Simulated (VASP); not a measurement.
Wanted: the native input for a VASP 6.6.1 run.

```
Task                   : single point
Functional             : PBEsol
Potentials or basis    : VASP PAW PBE potentials, release 64 (Ga_d, Ge_d)
Cutoff                 : 520 eV
k mesh                 : 12 × 12 × 12
Occupations            : gaussian, width 0.1 eV
Spin                   : no spin polarisation
Dipole correction      : no
Further INCAR settings : ALGO = Normal; EDIFF = 1e-06; NBANDS = 20
```

The structure of GaGe lies in POSCAR:

```
GaGe
1.0
    0.0000000000      2.9764045508      2.9764045508
    2.9764045508      0.0000000000      2.9764045508
    2.9764045508      2.9764045508      0.0000000000
Ga Ge
1 1
Direct
    0.7500000000      0.7500000000      0.7500000000
    0.0000000000      0.0000000000      0.0000000000
```

This cell differs from its parent crystal: strained.

These files were run (other wordings do the same):

INCAR

```
ALGO = Normal ; EDIFF = 1E-6
ENCUT = 520 ; GGA = PS
ISIF = 2 ; ISMEAR = 0
LASPH = T ; LCHARG = F
LREAL = F ; LWAVE = F
NBANDS = 20 ; NELM = 100
PREC = Accurate ; SIGMA = 0.1
```

KPOINTS

```
k-points
0
Gamma
  12 12 12
```

Potentials or basis: VASP PAW PBE potentials, release 64 (Ga_d, Ge_d).

Command:

```console
$ cat potpaw_PBE.64/Ga_d/POTCAR potpaw_PBE.64/Ge_d/POTCAR > POTCAR
$ mpirun -np 1 vasp_std > vasp.out
```

It gave:

- Pressure: -5.4 GPa
- Band gap on the k mesh: zero (an odd number of electrons rules out a gap without spin polarisation)

Caveat: the cell differs from its parent crystal (strained); the cell stands under tension; the PAW data sets were made with another functional, which shifts forces and pressure a little.

Run time: 70 s on 1 thread of Intel Xeon 8259CL, on a shared host, peak memory 0.22 GiB.
